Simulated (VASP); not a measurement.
# Sb (Pm-3m) in VASP: settings compared, part 3 of 3

VASP 6.6.1. Earlier steps stand in the parts before.

**6. Single point, HSE06**

This run uses another cell than the first one, of 28.39 Å³/atom, 0.720 times its volume.

Input file POSCAR:

```
Sb
1.0
    3.0507517165      0.0000000000      0.0000000000
    0.0000000000      3.0507517165      0.0000000000
    0.0000000000      0.0000000000      3.0507517165
Sb
1
Direct
    0.0000000000      0.0000000000      0.0000000000
```

Input file INCAR.step1:

```
ALGO = Normal ; EDIFF = 1E-5
ENCUT = 520 ; GGA = PE
ISIF = 2 ; ISMEAR = -1
LASPH = True ; LCHARG = False
LREAL = False ; LWAVE = True
NBANDS = 8 ; NELM = 80
PREC = Accurate ; SIGMA = 0.05
```

Input file INCAR.step2:

```
ALGO = Normal ; EDIFF = 1E-6
ENCUT = 520 ; GGA = PE
HFSCREEN = 0.2079 ; ISIF = 2
ISMEAR = -1 ; ISTART = 1
LASPH = True ; LCHARG = False
LHFCALC = True ; LREAL = False
LWAVE = False ; NBANDS = 8
NELM = 80 ; PREC = Accurate
PRECFOCK = Normal ; SIGMA = 0.05
```

Input file KPOINTS:

```
k-points
0
Gamma
  4 4 4
```

Potentials or basis: VASP PAW PBE potentials, release 64 (Sb).

Started as:

```
cat potpaw_PBE.64/Sb/POTCAR > POTCAR
cp INCAR.step1 INCAR
mpirun -np 1 vasp_std > vasp.out
cp INCAR.step2 INCAR
mpirun -np 1 vasp_std > vasp.out
```

OUTCAR:

```text
EDIFF = 1E-6
   ENCUT = 520
   GGA = PE
   HFSCREEN = 0.2079
   ISIF = 2
   ISMEAR = -1
   ISTART = 1
   LASPH = True
   LHFCALC = True
   LREAL = False
   NELM = 80
   PREC = Accurate
   PRECFOCK = Normal

 ion  position               nearest neighbor table
   1  0.000  0.000  0.000-

  LATTYP: Found a simple cubic cell.
 ALAT       =     3.0507517165

  Lattice vectors:

 A1 = (   3.0507517165,   0.0000000000,   0.0000000000)
 A2 = (   0.0000000000,   3.0507517165,   0.0000000000)
 A3 = (   0.0000000000,   0.0000000000,   3.0507517165)

Analysis of symmetry for initial positions (statically):
=====================================================================
 Subroutine PRICEL returns:
 Original cell was already a primitive cell.

 Routine SETGRP: Setting up the symmetry group for a
 simple cubic supercell.

 Subroutine GETGRP returns: Found 48 space group operations
 (whereof 48 operations were pure point group operations)
 out of a pool of 48 trial point group operations.

The static configuration has the point symmetry O_h .

Analysis of symmetry for dynamics (positions and initial velocities):
=====================================================================
 Subroutine PRICEL returns:
 Original cell was already a primitive cell.

 Routine SETGRP: Setting up the symmetry group for a
 simple cubic supercell.

 Subroutine GETGRP returns: Found 48 space group operations
 (whereof 48 operations were pure point group operations)
 out of a pool of 48 trial point group operations.

The dynamic configuration has the point symmetry O_h .

 Subroutine INISYM returns: Found 48 space group operations
 (whereof 48 operations are pure point group operations),
 and found     1 'primitive' translations

[... 104 lines left out ...]
   PRECFOCK=normal    Normal, Fast or Accurate (Low or Medium for compatibility)
   ENCUT4O =  -1.0   cutoff for four orbital integrals eV
   NKREDX  =     1    reduce k-point grid by
   NKREDY  =     1    reduce k-point grid by
   NKREDZ  =     1    reduce k-point grid by
   AEXX    =    0.2500 exact exchange contribution
   HFSCREEN=    0.2079 screening length (either q_TF or 0.3 A-1)
   HFSCREENC=   0.2079 screening length for correlation (either q_TF or 0.3 A-1)
   ENCUTFOCK=  -1.0 apply spherical cutoff to Coloumb kernel
   IVDW    =     0    specifies the selected vdW correction
   LEPSILON=     F    determine dielectric tensor
   LRPA    =     F    only Hartree local field effects (RPA)
 non-spin polarized calculation
  energy-cutoff  :      520.00
  volume of cell :       28.39
 maximum number of plane-waves:       774
 NGX is ok and might be reduce to    24
  NGX = 18; NGY = 18; NGZ = 18

 number of electron       4.9999999 magnetization

 Free energy of the ion-electron system (eV)
  ---------------------------------------------------
  ext. energy  EPLUGINS =         0.00000000
  ---------------------------------------------------
  free energy    TOTEN  =        -4.60785461 eV

  energy without entropy =       -4.59922742  energy(sigma->0) =       -4.60354102

 E-fermi :   7.8101     XC(G=0):  -8.2099

 val. band max:        6.7983583116   @ k =   0.2500   0.2500   0.2500
 cond. band min:       7.8911572147   @ k =   0.5000   0.2500   0.0000
 fundamental gap:      1.0927989030
 Fermi energy:         7.8100580503

 k-point     1 :       0.0000    0.0000    0.0000
  band No.  band energies     occupation
      1      -6.6544      2.00000
      2      11.4050      0.00000
      3      11.4050      0.00000
      4      11.4050      0.00000
      5      14.9645      0.00000
      6      14.9645      0.00000
      7      16.8378      0.00000
      8      26.1943      0.00000
[... 89 lines left out ...]
 k-point    10 :       0.5000    0.5000    0.5000
  band No.  band energies     occupation
      1       3.1599      2.00000
      2       5.5736      2.00000
      3       5.5736      2.00000
      4       5.5736      2.00000
      5      12.8173      0.00000
      6      12.8173      0.00000
      7      12.8173      0.00000
      8      15.0988      0.00000

------------------------ aborting loop because EDIFF is reached ----------------------------------------

  FORCE on cell =-STRESS in cart. coord.  units (eV):
  Direction    XX          YY          ZZ          XY          YZ          ZX
  --------------------------------------------------------------------------------------
  -------------------------------------------------------------------------------------
  Total       -0.2071356     -0.2071356     -0.2071356      0.0000000      0.0000000      0.0000000
  in kB      -11.6881223    -11.6881223    -11.6881223      0.0000000      0.0000000      0.0000000
  external PRESSURE =     -11.6881223 kB  Pullay stress =       0.0000000 kB

 VOLUME and BASIS-vectors are now :
 -----------------------------------------------------------------------------
  energy-cutoff  :      520.00
  volume of cell :       28.39
      direct lattice vectors                 reciprocal lattice vectors
     3.050751717  0.000000000  0.000000000     0.327788064  0.000000000  0.000000000
     0.000000000  3.050751717  0.000000000     0.000000000  0.327788064  0.000000000
     0.000000000  0.000000000  3.050751717     0.000000000  0.000000000  0.327788064

 POSITION                                       TOTAL-FORCE (eV/Angst)
 -----------------------------------------------------------------------------------
      0.00000      0.00000      0.00000         0.000000      0.000000      0.000000
 -----------------------------------------------------------------------------------
    total drift:                               -0.000006     -0.000007     -0.000007

  FREE ENERGIE OF THE ION-ELECTRON SYSTEM (eV)
  ---------------------------------------------------
  free  energy   TOTEN  =        -4.6078546135 eV

  energy  without entropy=       -4.5992274237  energy(sigma->0) =       -4.60354102
```

OSZICAR.step1:

```text
N       E                     dE             d eps       ncg     rms          rms(c)
DAV:   1     0.683576748652E+01    0.68358E+01   -0.17680E+03   160   0.407E+02
DAV:   2    -0.358746113245E+01   -0.10423E+02   -0.93917E+01   240   0.536E+01
DAV:   3    -0.370135457863E+01   -0.11389E+00   -0.11388E+00   184   0.654E+00
DAV:   4    -0.370189604307E+01   -0.54146E-03   -0.54146E-03   248   0.535E-01
DAV:   5    -0.370189686443E+01   -0.82136E-06   -0.82010E-06   192   0.117E-02    0.206E+00
DAV:   6    -0.370357141787E+01   -0.16746E-02   -0.90000E-04   216   0.197E-01    0.123E+00
DAV:   7    -0.370480962007E+01   -0.12382E-02   -0.23205E-03   168   0.307E-01    0.797E-02
DAV:   8    -0.370486442747E+01   -0.54807E-04   -0.82756E-05   248   0.641E-02    0.639E-03
DAV:   9    -0.370486803222E+01   -0.36048E-05   -0.27700E-06   200   0.106E-02
   1 F= -.37048680E+01 E0= -.37000902E+01  d E =-.955563E-02
```

Wall time 63 s (1 thread of Intel Xeon Platinum 8259CL at 2.50GHz (Skylake/Cascade Lake), shared host); peak memory 0.24 GiB.

What came out:

```yaml
Free_energy: -4.6079 eV
Pressure: -1.2 GPa
```

Levels at points of the mesh, in eV from the Fermi level:
```
           k point  band 1  band 2  band 3  band 4  band 5  band 6
(0.00, 0.00, 0.00)  -14.46    3.59    3.59    3.59    7.15    7.15
(0.50, 0.00, 0.00)  -11.56   -6.99    6.04    6.04    9.46   11.37
(0.50, 0.50, 0.00)   -8.33   -4.53   -4.53    2.10    8.52   13.78
(0.50, 0.50, 0.50)   -4.65   -2.24   -2.24   -2.24    5.01    5.01
```

Caveat: the k points lie up to 0.51 Å⁻¹ apart; the PAW data sets were made with another functional, which shifts forces and pressure a little; spin-orbit coupling is left out, which moves the levels of the heavy elements.

**7. Summary**

```tsv
task	level	spin	cell	cutoff (eV)	smearing	share of exact exchange	screening parameter	gap on the mesh (eV)	pressure (GPa)	relaxed volume (Å³/atom)
single point	r2SCAN0	collinear, ferromagnetic start	a = 3.404 Å, 1 atom	520	gaussian 0.02 eV	-	-	none	-10.8	-
relaxation of cell and atoms	PBE-based screened hybrid	off	relaxed from a = 3.160 Å, 1 atom	600	fermi-dirac 0.05 eV	0.25	0.3 1/Å	none	0.0	28.13
relaxation of cell and atoms	PBEsol-based screened hybrid	off	relaxed from a = 3.160 Å, 1 atom	600	fermi-dirac 0.05 eV	0.25	0.207 1/Å	none	-0.1	27.30
relaxation of cell and atoms	HF	off	relaxed from a = 3.160 Å, 1 atom	600	fermi-dirac 0.05 eV	-	-	none	0.1	17.01
single point	HSE06	off	a = 3.051 Å, 1 atom	520	fermi-dirac 0.05 eV	-	0.2079 1/Å	none	-1.2	-
```

Alike in all rows: potentials or basis VASP PAW PBE potentials, release 64 (Sb); k mesh 4 × 4 × 4.

Caveats: all runs use coarse meshes; the PAW data sets were made with another functional, which shifts forces and pressure a little; spin-orbit coupling is left out, which moves the levels of the heavy elements; the volume moved by -11 % from the deposited cell, more than functionals usually miss (some runs); the volume moved by -13 % from the deposited cell, more than functionals usually miss (some runs); the volume moved by over 15 % at a fixed basis, so the end points are rough (some runs); the volume moved by -46 % from the deposited cell, more than functionals usually miss (some runs).

Total energies depend on the potentials used, so only differences within one code and one set of settings carry meaning.
